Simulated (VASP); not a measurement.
Crystal: Mg.

```xyz
2
Lattice="3.2093 0.0000 0.0000 -1.6046 2.7793 0.0000 0.0000 0.0000 5.2103" Properties=species:S:1:pos:R:3 pbc="T T T"
Mg    1.6047    0.9264    3.9077
Mg    0.0000    1.8529    1.3026
```

* Program: VASP 6.6.1
* Task: relaxation of cell and atoms
* Functional: PBE
* Dispersion: D3(BJ)
* Potentials or basis: VASP PAW PBE potentials, release 64 (Mg)
* Cutoff: 600 eV
* k mesh: 10 × 10 × 5
* Occupations: fermi-dirac, width 0.05 eV
* Spin: no spin polarisation

At the start: pressure -2.4 GPa; volume 23.24 Å³/atom.

Task: How do energy, volume and symmetry change on relaxing?

Result: Over 8 steps the energy falls by 14.5 meV/atom and the volume is 21.72 Å³/atom (-6.5 %); space group P6_3/mmc (No. 194, to 0.05 Å).

The path:
```
step  energy change (eV)  largest force (eV/Å)  pressure (GPa)  volume (Å³)
   1              0.0000                0.0000           -2.41        46.47
   2             -0.0248                0.0000           -0.68        44.16
   3             -0.0271                0.0000            0.06        43.32
   4             -0.0271                0.0000            0.12        43.26
   5             -0.0283                0.0000            0.13        43.28
   6             -0.0289                0.0000            0.12        43.30
   7             -0.0289                0.0000            0.12        43.30
   8             -0.0290                0.0000           -0.01        43.44
```

Final structure:
```
Mg
1.0
     3.10879    0.00000    0.00000
    -1.55439    2.69229    0.00000
     0.00000    0.00000    5.18992
Mg
2
Direct
  0.66667 0.33333 0.75000
  0.33333 0.66667 0.25000
```

Caveat: pairwise dispersion overbinds metals, which lowers pressure and volume.
